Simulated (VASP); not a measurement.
Here is a VASP 6.6.1 calculation.

File INCAR:

```
PREC     = Accurate       # precision mode
ENCUT    = 520            # plane-wave cutoff, eV
EDIFF    = 1E-7           # SCF threshold, eV
ISMEAR   = 0              # smearing method
SIGMA    = 0.1            # smearing width, eV
LREAL    = F              # projectors in reciprocal space
LASPH    = T              # aspherical terms in the spheres
NELM     = 80             # most SCF steps
ALGO     = Fast           # electronic algorithm
ISIF     = 2              # what is computed and relaxed
LWAVE    = F              # write WAVECAR
LCHARG   = F              # write CHGCAR
GGA      = PE             # functional
NBANDS   = 10             # bands
```

File KPOINTS:

```
Automatic mesh
0
Gamma
  14 14 8
```

POSCAR

```
Li
1.0
    3.1592226849      0.0210925946     -0.0622200430
   -1.5613446197      2.7197629696      0.0589142367
   -0.1018600000      0.0525597600      5.0993153200
Li
2
Direct
    0.3627474241      0.7050898480      0.2942450422
    0.6372525759      0.2949101520      0.7057549578
```

Potentials or basis: VASP PAW PBE potentials, release 64 (Li_sv).

The run is started by

```console
$ cat potpaw_PBE.64/Li_sv/POTCAR > POTCAR
$ mpirun -np 1 vasp_std > vasp.out
```

Task: Predict the band gap on the k mesh.

Result: Zero (band 3 reaches 2.10 eV, above the bottom of band 4 at -1.71 eV).

Task: Predict the largest force.

Result: 0.532 eV/Å.

Forces on the atoms (eV/Å):
```
Li  -0.045 -0.052 -0.528
Li   0.045  0.052  0.528
```

Caveat: the cell differs from its parent crystal (atoms moved at random and the cell strained at random).
